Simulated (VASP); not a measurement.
A run of VASP 6.6.1 is set up as follows.

INCAR

```
SYSTEM = Re
AGGAC = 1.0
AGGAX = 1.0
ALDAC = 0.0
ALDAX = 1.0
ALGO = Fast
EDIFF = 1E-6
ENCUT = 520
GGA = B5
ISIF = 2
ISMEAR = -1
LASPH = .True.
LCHARG = .False.
LREAL = .False.
LWAVE = .False.
NBANDS = 14
NELM = 80
PREC = Accurate
SIGMA = 0.05
```

The input KPOINTS:

```
k-points
0
Gamma
  6 6 4
  0 0 0
```

POSCAR

```
Re
1.0
    2.7608000000      0.0000000000      0.0000000000
   -1.3804000000      2.3909229348      0.0000000000
    0.0000000000      0.0000000000      4.4582000000
Re
2
Direct
    0.6666666667      0.3333333333      0.7500000000
    0.3333333333      0.6666666667      0.2500000000
```

Potentials or basis: VASP PAW PBE potentials, release 64 (Re).

The run is started by

```bash
$ cat potpaw_PBE.64/Re/POTCAR > POTCAR
$ mpirun -np 1 vasp_std > vasp.out
```

(1) Predict the pressure.

(2) What does it give for the band gap on the k mesh?

Results:

(1) 22.9 GPa.

(2) zero (band 7 reaches 9.79 eV, above the bottom of band 8 at 6.73 eV).

Caveat: the k points lie up to 0.44 Å⁻¹ apart; the PAW data sets were made with another functional, which shifts forces and pressure a little; spin-orbit coupling is left out, which moves the levels of the heavy elements.
